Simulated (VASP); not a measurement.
Crystal: AlP.

```
Al P
1.0
     0.00000    2.45991    2.45991
     2.45991    0.00000    2.45991
     2.45991    2.45991    0.00000
Al P
1 1
Direct
  0.00000 0.00000 0.00000
  0.75000 0.75000 0.75000
```

```yaml
Program: VASP 6.6.1
Task: relaxation of cell and atoms
Functional: PBE
Potentials_or_basis: VASP PAW PBE potentials, release 64 (Al, P)
Cutoff: 500 eV
k_mesh: 8 × 8 × 8
Occupations: gaussian, width 0.1 eV
Spin: no spin polarisation
```

At the start: pressure 55.0 GPa; volume 14.89 Å³/atom.

Q: Where does the relaxation end?

A: Over 4 steps the energy falls by 775.7 meV/atom and the volume is 20.94 Å³/atom (+40.6 %); space group F-43m (No. 216, to 0.1 Å) before and after.

The path:
| step | energy change (eV) | largest force (eV/Å) | pressure (GPa) | volume (Å³) |
| --- | --- | --- | --- | --- |
| 1 | 0.0000 | 0.0000 | 55.04 | 29.77 |
| 2 | -0.6670 | 0.0000 | -13.22 | 57.68 |
| 3 | -1.5504 | 0.0000 | -0.87 | 42.17 |
| 4 | -1.5515 | 0.0000 | -0.29 | 41.87 |

Final structure:
```
Al P
1.0
     0.00000    2.75611    2.75611
     2.75611    0.00000    2.75611
     2.75611    2.75611    0.00000
Al P
1 1
Direct
  0.00000 0.00000 0.00000
  0.75000 0.75000 0.75000
```

Caveat: the volume moved by over 15 % at a fixed basis, so the end points are rough.
